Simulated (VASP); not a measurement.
InP: single point with PBE

Crystal: InP.

```
In P
1.0
     0.00000    2.76883    2.76883
     2.76883    0.00000    2.76883
     2.76883    2.76883    0.00000
In P
1 1
Direct
  0.00000 0.00000 0.00000
  0.50000 0.50000 0.50000
```

```json
{"Program": "VASP 6.6.1", "Task": "single point", "Functional": "PBE", "Potentials or basis": "VASP PAW PBE potentials, release 64 (In_d, P)", "Cutoff": "520 eV", "k mesh": "7 × 7 × 7", "Occupations": "gaussian, width 0.05 eV", "Spin": "no spin polarisation"}
```

```json
{
 "Pressure": "0.0 GPa",
 "Band gap on the k mesh": "zero (band 9 reaches 7.25 eV, above the bottom of band 10 at 4.83 eV)"
}
```

Levels at points of the mesh, in eV from the Fermi level:
| k point | band 7 | band 8 | band 9 | band 10 | band 11 | band 12 |
| --- | --- | --- | --- | --- | --- | --- |
| (0.00, 0.00, 0.00) | -0.40 | -0.40 | -0.40 | 0.42 | 6.99 | 6.99 |

It took 17 s on 1 thread of AMD EPYC 7R43 64-Core Processor (Zen 3), with other jobs on the host, peak memory 0.14 GiB.

Caveat: spin-orbit coupling is left out, which moves the levels of the heavy elements.
